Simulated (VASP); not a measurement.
Be: single point with BLYP

Crystal: Be.

```
CELL_PARAMETERS angstrom
0.00000 1.55873 1.55873
1.55873 0.00000 1.55873
1.55873 1.55873 0.00000
ATOMIC_POSITIONS crystal
Be 0.00000 0.00000 0.00000
```

This cell differs from its parent crystal: volume scaled by 0.96.

```
Program                : VASP 6.6.1
Task                   : single point
Functional             : BLYP
Potentials or basis    : VASP PAW PBE potentials, release 64 (Be)
Cutoff                 : 520 eV
k mesh                 : 19 × 19 × 19
Occupations            : fermi-dirac, width 0.1 eV
Spin                   : no spin polarisation
Dipole correction      : no
Further INCAR settings : ALGO = Normal; EDIFF = 1e-06; NBANDS = 7
```

- Pressure: 5.3 GPa
- Band gap on the k mesh: zero (band 1 reaches 8.93 eV, above the bottom of band 2 at 8.37 eV)

Levels at points of the mesh, in eV from the Fermi level:
```csv
k point,band 1,band 2,band 3,band 4,band 5
"(0.00, 0.00, 0.00)",-12.06,19.70,19.70,19.70,29.89
```

Run time: 13 s on 1 thread of AMD EPYC 7R13 Processor (Zen 3) (shared host), peak memory 0.08 GiB.

Caveat: the PAW data sets were made with another functional, which shifts forces and pressure a little.
